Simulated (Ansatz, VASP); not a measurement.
**CaI in VASP and in Ansatz**

```
Ca I
1.0
     4.13404    0.00000    0.00000
    -2.06702    3.58019    0.00000
     0.00000    0.00000    4.49880
Ca I
1 1
Direct
  0.00000 0.00000 0.50000
  0.66667 0.33333 0.00000
```

Alike in both runs: functional r2SCAN; k mesh 8 × 8 × 7; occupations fermi-dirac, width 0.1 eV; no spin polarisation.

Ansatz relaxed the structure, and its values are those at the end. VASP's run is a single point on that final structure, the one shown.

```csv
,VASP,Ansatz
version,VASP 6.6.1,Ansatz 0.2.0
potentials or method,"VASP PAW PBE potentials, release 64 (Ca_sv, I), cutoff 520 eV","plane waves, PAW"
valence electrons in the cell,17,27
```

Ansatz gave:

| Property | Result |
| --- | --- |
| pressure (GPa) | 0.0 |

Task: Estimate VASP's values.

Result: Pressure (GPa): 0.1.

VASP's potentials were made for PBE, not for r2SCAN. VASP's potentials hold 17 valence electrons a cell and Ansatz's 27, so a difference there can come from the potentials and not from the codes.

Spin-orbit coupling is off throughout.
